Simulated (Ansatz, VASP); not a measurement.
# One calculation of K2SiB2, two programs

INCAR

```
SYSTEM = K2SiB2
ALGO     = Normal         ! electronic algorithm
EDIFF    = 1E-6           ! SCF threshold, eV
EDIFFG   = -0.04          ! ionic threshold
ENCUT    = 600            ! plane-wave cutoff, eV
GGA      = PE             ! functional
IBRION   = 2              ! ionic algorithm
ISIF     = 3              ! what is computed and relaxed
ISMEAR   = 0              ! smearing method
LASPH    = .True.         ! aspherical terms in the spheres
LCHARG   = .False.        ! write CHGCAR
LREAL    = .False.        ! projectors in reciprocal space
LWAVE    = .False.        ! write WAVECAR
NELM     = 100            ! most SCF steps
NSW      = 90             ! ionic steps
PREC     = Accurate       ! precision mode
SIGMA    = 0.1            ! smearing width, eV
```

Contents of KPOINTS:

```
k-points
0
Gamma
  4 4 4
  0 0 0
```

POSCAR

```
K2SiB2
1.0
    1.9684085700     -7.2377031900      0.0000000000
    1.9684085700      7.2377031900      0.0000000000
    0.0000000000      0.0000000000      3.8162467700
K Si B
2 1 2
Direct
    0.3634366800      0.6365633200      0.5000000000
    0.6365633200      0.3634366800      0.5000000000
    0.0000000000      0.0000000000      0.0000000000
    0.2010860400      0.7989139600      0.0000000000
    0.7989139600      0.2010860400      0.0000000000
```

Input for Ansatz:

```yaml
crystal:
  lattice:
    - [1.96840857, -7.23770319, 0.0]
    - [1.96840857, 7.23770319, 0.0]
    - [0.0, 0.0, 3.81624677]
  atoms:
    - { symbol: K, position: [0.36343668, 0.63656332, 0.5] }
    - { symbol: K, position: [0.63656332, 0.36343668, 0.5] }
    - { symbol: Si, position: [0.0, 0.0, 0.0] }
    - { symbol: B, position: [0.20108604, 0.79891396, 0.0] }
    - { symbol: B, position: [0.79891396, 0.20108604, 0.0] }
basis:
  ecutwfc: 420
kpoints:
  mp_grid: { grid: [4, 4, 4] }
hamiltonian:
  xc: pbe
scf:
  occupations: { method: gaussian, width: 0.1 }
  lower_state_search: "off"
output:
  forces: true
  stress: true
  eigenvalues: true
relax:
  adjacent_minimum: "off"
  f_tol: 0.04
  max_steps: 70
  cell: { stress_tol: 0.4 }
```

Change from the starting cell: species swapped into the Sm2InNi2 type (Cmmm, No. 65).

Alike in both runs: task relaxation of cell and atoms; functional PBE; k mesh 4 × 4 × 4; occupations gaussian, width 0.1 eV; no spin polarisation.

|  | VASP | Ansatz |
| --- | --- | --- |
| version | VASP 6.6.1 | Ansatz 0.2.0 |
| potentials or method | VASP PAW PBE potentials, release 64 (K_sv, Si, B), cutoff 600 eV | scalar-relativistic, plane waves, PAW |
| valence electrons in the cell | 28 | 28 |

Ansatz gave:

| Quantity | Value |
| --- | --- |
| gap on the k mesh at the Fermi level, each at its own relaxed structure (eV) | none |
| relaxed volume (Å³/atom) | 24.89 |
| relaxed cell length with the largest relative difference (Å) | 9.664 |

**Question.** Estimate VASP's values.

**Answer.** gap on the k mesh at the Fermi level, each at its own relaxed structure (eV): none; relaxed volume (Å³/atom): 20.40; relaxed cell length with the largest relative difference (Å): 6.438.

A gap of «none» marks a metal or a gap that the smearing closes. One of these differences is far larger than is usual between the two programs; its cause wasn't traced.

The k mesh is coarse, so the values compare programs but aren't converged.
